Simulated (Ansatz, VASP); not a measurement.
**Two plane-wave programs on TiN**

```
CELL_PARAMETERS angstrom
0.00000 2.12062 2.12062
2.12062 0.00000 2.12062
2.12062 2.12062 0.00000
ATOMIC_POSITIONS crystal
Ti 0.00000 0.00000 0.00000
N 0.50000 0.50000 0.50000
```

Alike in both runs: task relaxation of cell and atoms; functional LDA; k mesh 8 × 8 × 8; occupations gaussian, width 0.1 eV; no spin polarisation.

```csv
,VASP,Ansatz
version,VASP 6.6.1,Ansatz 0.2.0
potentials or method,"VASP PAW LDA potentials, release 64 (Ti_sv, N), cutoff 600 eV","scalar-relativistic, plane waves, PAW"
valence electrons in the cell,17,17
```

```tsv
	VASP	Ansatz	Ansatz less VASP
gap on the k mesh at the Fermi level, each at its own relaxed structure (eV)	none	none	-
relaxed volume (Å³/atom)	9.12	9.08	-0.036
relaxed cell length with the largest relative difference (Å)	2.954	2.950	-0.0039
```

Ansatz warns that its potentials were made for another functional, while VASP's fit it. LDA's correlation is that of Perdew and Zunger in VASP and of Perdew and Wang (1992) in Ansatz. A gap of «none» marks a metal or a gap that the smearing closes.
